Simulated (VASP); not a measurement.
# BN (P3m1) in VASP: further runs, part 3 of 3

VASP 6.6.1.

## (6) Single point, LDA (atom 1 (B) moved +0.175 Å along Cartesian [0 0 1])

INCAR reads:

```
ALGO = Normal
EDIFF = 1E-6
ENCUT = 520
GGA = CA
ISIF = 2
ISMEAR = 0
LASPH = True
LCHARG = False
LREAL = False
LWAVE = False
NBANDS = 16
NELM = 100
PREC = Accurate
SIGMA = 0.05
```

KPOINTS reads:

```
k-points
0
Gamma
  12 12 6
```

POSCAR reads:

```
BN
1.0
    2.5539396017      0.0000000000      0.0000000000
   -1.2769698009      2.2117765748      0.0000000000
    0.0000000000      0.0000000000      4.2268550000
B N
2 2
Direct
    0.6666666667      0.3333333333      1.0411259407
    0.3333333333      0.6666666667      0.4997240000
    0.6666666667      0.3333333333      0.6252760000
    0.3333333333      0.6666666667      0.1252760000
```

Potentials or basis: VASP PAW LDA potentials, release 64 (B, N).

Started as:

```bash
$ cat potpaw_LDA.64/B/POTCAR potpaw_LDA.64/N/POTCAR > POTCAR
$ mpirun -np 1 vasp_std > vasp.out
```

OUTCAR:

```text
EDIFF = 1E-6
   ENCUT = 520
   GGA = CA
   ISIF = 2
   ISMEAR = 0
   LASPH = True
   LREAL = False
   NELM = 100
   PREC = Accurate

 ion  position               nearest neighbor table
   1  0.667  0.333  0.041-   4 1.52   4 1.52   4 1.52   3 1.76
   2  0.333  0.667  0.500-   3 1.57   3 1.57   3 1.57   4 1.58
   3  0.667  0.333  0.625-   2 1.57   2 1.57   2 1.57   1 1.76
   4  0.333  0.667  0.125-   1 1.52   1 1.52   1 1.52   2 1.58

  LATTYP: Found a hexagonal cell.
 ALAT       =     2.5539396017
 C/A-ratio  =     1.6550332659

  Lattice vectors:

 A1 = (   2.5539396017,   0.0000000000,   0.0000000000)
 A2 = (  -1.2769698009,   2.2117765748,   0.0000000000)
 A3 = (   0.0000000000,   0.0000000000,   4.2268550000)

Analysis of symmetry for initial positions (statically):
=====================================================================
 Subroutine PRICEL returns:
 Original cell was already a primitive cell.

 Routine SETGRP: Setting up the symmetry group for a
 hexagonal supercell.

 Subroutine GETGRP returns: Found  6 space group operations
 (whereof  6 operations were pure point group operations)
[... 172 lines left out ...]
 cond. band min:      12.9142669522   @ k =   0.5000   0.0000   0.5000
 fundamental gap:      5.0113055904
 Fermi energy:         8.1886107297

 k-point     1 :       0.0000    0.0000    0.0000
  band No.  band energies     occupation
      1     -12.9207      2.00000
      2      -8.4317      2.00000
      3      -3.2894      2.00000
      4       4.6791      2.00000
      5       4.6791      2.00000
      6       7.3539      2.00000
[... 433 lines left out ...]
      3      -1.8794      2.00000
      4       2.6013      2.00000
      5       3.8495      2.00000
      6       5.0785      2.00000
[... 8 lines left out ...]
     15      20.2737      0.00000
     16      22.2786      0.00000

 [... further k-points ...]

------------------------ aborting loop because EDIFF is reached ----------------------------------------

  FORCE on cell =-STRESS in cart. coord.  units (eV):
  Direction    XX          YY          ZZ          XY          YZ          ZX
  --------------------------------------------------------------------------------------
  -------------------------------------------------------------------------------------
  Total       -1.4147466     -1.4147466     -0.8441481      0.0000000      0.0000000     -0.0000000
  in kB      -94.9336173    -94.9336173    -56.6447938      0.0000000      0.0000000     -0.0000000
  external PRESSURE =     -82.1706762 kB  Pullay stress =       0.0000000 kB

 VOLUME and BASIS-vectors are now :
 -----------------------------------------------------------------------------
  energy-cutoff  :      520.00
  volume of cell :       23.88
      direct lattice vectors                 reciprocal lattice vectors
     2.553939602  0.000000000  0.000000000     0.391551938  0.226062617  0.000000000
    -1.276969801  2.211776575  0.000000000     0.000000000  0.452125233  0.000000000
     0.000000000  0.000000000  4.226855000     0.000000000  0.000000000  0.236582518

 POSITION                                       TOTAL-FORCE (eV/Angst)
 -----------------------------------------------------------------------------------
      1.27697      0.73726      0.17383         0.000000      0.000000     -4.394714
     -0.00000      1.47452      2.11226        -0.000000     -0.000000      1.989118
      1.27697      0.73726      2.64295         0.000000     -0.000000      0.271389
     -0.00000      1.47452      0.52952         0.000000     -0.000000      2.134206
 -----------------------------------------------------------------------------------
    total drift:                               -0.000000      0.000000     -0.000796

  FREE ENERGIE OF THE ION-ELECTRON SYSTEM (eV)
  ---------------------------------------------------
  free  energy   TOTEN  =       -38.2975830916 eV

  energy  without entropy=      -38.2975830916  energy(sigma->0) =      -38.29758309
```

OSZICAR:

```text
N       E                     dE             d eps       ncg     rms          rms(c)
DAV:   1     0.320043132773E+02    0.32004E+02   -0.83724E+03  3208   0.971E+02
DAV:   2    -0.385610579982E+02   -0.70565E+02   -0.66195E+02  4656   0.213E+02
DAV:   3    -0.406194740160E+02   -0.20584E+01   -0.20532E+01  3576   0.331E+01
DAV:   4    -0.406239032985E+02   -0.44293E-02   -0.44290E-02  3928   0.186E+00
DAV:   5    -0.406239157599E+02   -0.12461E-04   -0.12461E-04  3528   0.893E-02    0.931E+00
DAV:   6    -0.385682954566E+02    0.20556E+01   -0.26191E+00  3784   0.143E+01    0.422E+00
DAV:   7    -0.383628930928E+02    0.20540E+00   -0.26374E-01  4160   0.408E+00    0.258E+00
DAV:   8    -0.382985606598E+02    0.64332E-01   -0.78428E-02  4032   0.204E+00    0.246E-01
DAV:   9    -0.382976396144E+02    0.92105E-03   -0.22472E-03  3560   0.465E-01    0.137E-01
DAV:  10    -0.382975838386E+02    0.55776E-04   -0.21739E-04  4184   0.124E-01    0.213E-02
DAV:  11    -0.382975825381E+02    0.13005E-05   -0.90371E-06  4056   0.291E-02    0.107E-02
DAV:  12    -0.382975830916E+02   -0.55351E-06   -0.13675E-06  3128   0.124E-02
   1 F= -.38297583E+02 E0= -.38297583E+02  d E =-.218414E-18
```

It took 11 s on 1 thread of Intel Xeon 6975P-C (Granite Rapids), shared host; peak memory 0.14 GiB.

What came out:

* Free energy: -38.2976 eV
* Pressure: -8.2 GPa
* Largest force: 4.395 eV/Å
* Band gap on the k mesh: 5.01 eV, indirect (least direct gap 7.42 eV)

Forces in eV/Å, atoms in the order of the input:
```
B    0.000  0.000 -4.395
B    0.000  0.000  1.989
N    0.000  0.000  0.271
N    0.000  0.000  2.134
```

Stress tensor (GPa, compression positive):
```
-9.49  0.00  0.00
 0.00 -9.49  0.00
 0.00  0.00 -5.66
```

Caveat: the cell differs from its parent crystal (atom 1 (B) moved +0.175 Å along Cartesian [0 0 1]); forces of over 1 eV/Å act on the atoms, so gaps and moduli don't describe the material at rest. A k mesh can miss the band edges.
